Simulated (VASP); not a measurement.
Wanted: the native input for a VASP 6.6.1 run.

| Item | Value |
| --- | --- |
| Task | single point |
| Functional | PBE |
| Potentials or basis | VASP PAW PBE potentials, release 64 (Ti_sv, Si) |
| Cutoff | 520 eV |
| k mesh | 5 × 5 × 1 |
| Occupations | gaussian, width 0.1 eV |
| Spin | no spin polarisation |
| Dipole correction | yes |
| Further INCAR settings | ALGO = Normal; EDIFF = 1e-06; NBANDS = 86 |

The structure of Ti12Si lies in POSCAR:

```
Ti12Si
1.0
    5.8150893847      0.0000000000      0.0000000000
    0.0000000000      5.8150893847      0.0000000000
    0.0000000000      0.0000000000     19.3059825436
Ti Si
12 1
Direct
    0.2500000000      0.2500000000      0.2071896621
    0.2500000000      0.7500000000      0.2071896621
    0.7500000000      0.2500000000      0.2071896621
    0.7500000000      0.7500000000      0.2071896621
    0.0000000000      0.0000000000      0.3057583574
    0.0000000000      0.5000000000      0.3057583574
    0.5000000000      0.0000000000      0.3057583574
    0.5000000000      0.5000000000      0.3057583574
    0.2500000000      0.2500000000      0.4043297214
    0.2500000000      0.7500000000      0.4043297214
    0.7500000000      0.2500000000      0.4043297214
    0.7500000000      0.7500000000      0.4043297214
    0.3333333333      0.3333333333      0.5221440347
```

One way to write it, as run:

INCAR

```
SYSTEM = Ti12Si
  PREC = Accurate
  ENCUT = 520
  EDIFF = 1E-6
  ISMEAR = 0
  SIGMA = 0.1
  LREAL = .False.
  LASPH = .True.
  NELM = 80
  ALGO = Normal
  ISIF = 2
  LWAVE = .False.
  LCHARG = .False.
  LDIPOL = .True.
  IDIPOL = 3
  DIPOL = 0.5 0.5 0.322
  GGA = PE
  NBANDS = 86
```

KPOINTS

```
regular mesh
0
Gamma
  5 5 1
  0 0 0
```

Potentials or basis: VASP PAW PBE potentials, release 64 (Ti_sv, Si).

The run is started by

```bash
$ cat potpaw_PBE.64/Ti_sv/POTCAR potpaw_PBE.64/Si/POTCAR > POTCAR
$ mpirun -np 1 vasp_std > vasp.out
```

Results of the run:

The largest force is 0.880 eV/Å. The band gap on the k mesh is zero (bands 74 and 75 overlap by 0.20 eV).

It took 22 min on 1 thread of Intel(R) Xeon(R) 6975P-C (Granite Rapids) (shared host), peak memory 0.82 GiB.
